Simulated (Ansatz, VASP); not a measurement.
TlRu2S2 in VASP and in Ansatz

```
CELL_PARAMETERS angstrom
0.00000 3.88616 0.00000
3.88616 0.00000 0.00000
1.94308 1.94308 -6.54355
ATOMIC_POSITIONS crystal
Ru 0.75000 0.25000 0.50000
Ru 0.25000 0.75000 0.50000
S 0.36000 0.36000 0.28000
S 0.64000 0.64000 0.72000
Tl 0.00000 0.00000 0.00000
```

Alike in both runs: task single point; functional PBEsol; k mesh 6 × 6 × 6; non-collinear spin, spin-orbit coupling.

|  | VASP | Ansatz |
| --- | --- | --- |
| version | VASP 6.6.1 | Ansatz 0.2.0 |
| potentials or method | VASP PAW PBE potentials, release 64 (Ru_pv, S, Tl_d), cutoff 500 eV | PAW plane waves |
| occupations | methfessel-paxton of order 1, width 0.1691 eV | cold, width 0.1691 eV |
| valence electrons in the cell | 53 | 57 |

Ansatz gave:

| Item | Value |
| --- | --- |
| pressure (GPa) | -9.7 |
| traceless stress, the component that is largest in VASP (GPa) | -5.28 |
| rms of the force components (eV/Å) | 1.067 |
| net moment per atom (μB) | 0.00 |

Problem. Estimate VASP's values.

Solution. Pressure (GPa): -9.7; traceless stress, the component that is largest in VASP (GPa): -5.30; rms of the force components (eV/Å): 1.056; net moment per atom (μB): 0.00.

VASP's potentials were made for PBE, not for PBEsol. Atom by atom the forces differ by 0.011 eV/Å (rms over components). VASP's potentials hold 53 valence electrons a cell and Ansatz's 57, so a difference there can come from the potentials and not from the codes. Ansatz's warnings: seeded moment not kept, stress scf threshold loose.
